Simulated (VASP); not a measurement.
**Al7InAs8: single point with PBEsol**

Al7InAs8:

```
CELL_PARAMETERS angstrom
5.72384 -5.72384 0.00000
5.72384 0.00000 5.72384
0.00000 -5.72384 5.72384
ATOMIC_POSITIONS crystal
In 0.50000 0.00000 0.00000
Al 0.50043 0.00043 0.49957
Al 0.50043 0.49957 0.00043
Al 0.50043 0.49957 0.49957
Al 0.99957 0.00043 0.00043
Al 0.99957 0.00043 0.49957
Al 0.99957 0.49957 0.00043
Al 0.00000 0.50000 0.50000
As 0.36971 0.39088 0.86971
As 0.37496 0.37501 0.37501
As 0.36971 0.86971 0.86971
As 0.36971 0.86971 0.39088
As 0.87501 0.37501 0.87496
As 0.87501 0.37501 0.37501
As 0.89088 0.86971 0.86971
As 0.87501 0.87496 0.37501
```

```
Program                : VASP 6.6.1
Task                   : single point
Functional             : PBEsol
Potentials or basis    : VASP PAW PBE potentials, release 64 (In_d, Al, As)
Cutoff                 : 520 eV
k mesh                 : 4 × 4 × 4
Occupations            : gaussian, width 0.02 eV
Spin                   : no spin polarisation
Dipole correction      : no
Further INCAR settings : LREAL = Auto; ALGO = Normal; EDIFF = 1e-06; NBANDS = 51
```

| Property | Result |
| --- | --- |
| Pressure | 0.2 GPa |
| Largest force | 0.009 eV/Å |
| Band gap on the k mesh | 1.33 eV |

Forces in eV/Å, atoms in the order of the input:
```
In   0.000  0.000  0.000
Al   0.000  0.000  0.000
Al   0.000  0.000  0.000
Al   0.000  0.000  0.000
Al   0.000  0.000  0.000
Al   0.000  0.000  0.000
Al   0.000  0.000  0.000
Al   0.000  0.000  0.000
As  -0.005 -0.005 -0.005
As   0.001 -0.001 -0.001
As   0.005 -0.005  0.005
As   0.005  0.005 -0.005
As  -0.001 -0.001  0.001
As  -0.001  0.001 -0.001
As  -0.005  0.005  0.005
As   0.001  0.001  0.001
```

Levels at points of the mesh, in eV from the valence-band top:
```tsv
k point	band 33	band 34	band 35	band 36	band 37	band 38	band 39	band 40	band 41	band 42
(0.00, 0.00, 0.00)	-0.75	-0.75	0.00	0.00	0.00	1.33	1.33	1.33	1.56	1.65
(0.50, 0.00, 0.00)	-1.57	-0.62	-0.62	-0.37	-0.37	2.25	2.28	2.30	2.33	2.33
(0.50, 0.50, 0.00)	-1.34	-1.12	-0.93	-0.79	-0.79	2.37	2.45	3.11	3.11	3.18
```

It took 2.2 min on 1 thread of Intel(R) Xeon(R) 6975P-C (Granite Rapids), with other jobs on the host, peak memory 0.5 GiB.

Caveat: the PAW data sets were made with another functional, which shifts forces and pressure a little; spin-orbit coupling is left out, which moves the levels of the heavy elements. A k mesh can miss the band edges.
